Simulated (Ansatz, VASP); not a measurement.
**BaTe in VASP and in Ansatz**

```
Ba Te
1.0
     5.96960    0.00000    0.00000
    -2.98480    5.16982    0.00000
     0.00000    0.00000    7.00354
Ba Te
2 2
Direct
  0.33333 0.66667 0.93501
  0.66667 0.33333 0.43501
  0.33333 0.66667 0.43499
  0.66667 0.33333 0.93499
```

Alike in both runs: functional PBE; k mesh 6 × 6 × 4; occupations gaussian, width 0.02 eV; no spin polarisation.

Ansatz relaxed the structure, and its values are those at the end. VASP's run is a single point on that final structure, the one shown.

```csv
,VASP,Ansatz
version,VASP 6.6.1,Ansatz 0.2.0
potentials or method,"VASP PAW PBE potentials, release 64 (Ba_sv, Te), cutoff 520 eV","scalar-relativistic, plane waves, PAW"
valence electrons in the cell,32,52
```

|  | VASP | Ansatz | Ansatz less VASP |
| --- | --- | --- | --- |
| gap on the k mesh at the Fermi level (eV) | 1.89 | 1.96 | +0.074 |
| least direct gap on the mesh (eV) | 2.17 | 2.21 | +0.044 |
| pressure (GPa) | 0.3 | 0.0 | -0.24 |

With one functional, cell and mesh, what is left measures potentials, basis and numerics. VASP's potentials hold 32 valence electrons a cell and Ansatz's 52, so a difference there can come from the potentials and not from the codes.

Spin-orbit coupling is off throughout.
